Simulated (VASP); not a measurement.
A run of VASP 6.6.1:

The input INCAR:

```
  PREC = Accurate
  ENCUT = 520
  EDIFF = 1E-6
  ISMEAR = -1
  SIGMA = 0.1
  LREAL = False
  LASPH = True
  NELM = 150
  ALGO = Normal
  ISIF = 2
  LWAVE = False
  LCHARG = False
  ISPIN = 2
  MAGMOM = 2
  LORBIT = 11
  LMAXMIX = 4
  GGA = PE
  NBANDS = 15
```

The input KPOINTS:

```
regular mesh
0
Gamma
  15 15 15
```

POSCAR

```
Ni
1.0
    0.0000000000      1.7651000000      1.7651000000
    1.7651000000      0.0000000000      1.7651000000
    1.7651000000      1.7651000000      0.0000000000
Ni
1
Direct
    0.0000000000      0.0000000000      0.0000000000
```

Potentials or basis: VASP PAW PBE potentials, release 64 (Ni).

Run with:

```bash
$ cat potpaw_PBE.64/Ni/POTCAR > POTCAR
$ mpirun -np 1 vasp_std > vasp.out
```

Hardware: 1 thread of Intel(R) Xeon(R) Platinum 8259CL CPU @ 2.50GHz (Skylake/Cascade Lake), with other jobs on the host.

Q: How long does it take, and how much memory?

A: Wall time 42 s on 1 thread of Intel(R) Xeon(R) Platinum 8259CL CPU @ 2.50GHz (Skylake/Cascade Lake), on a shared host, peak memory 0.15 GiB. Counts: scf iterations 12, k points 120.
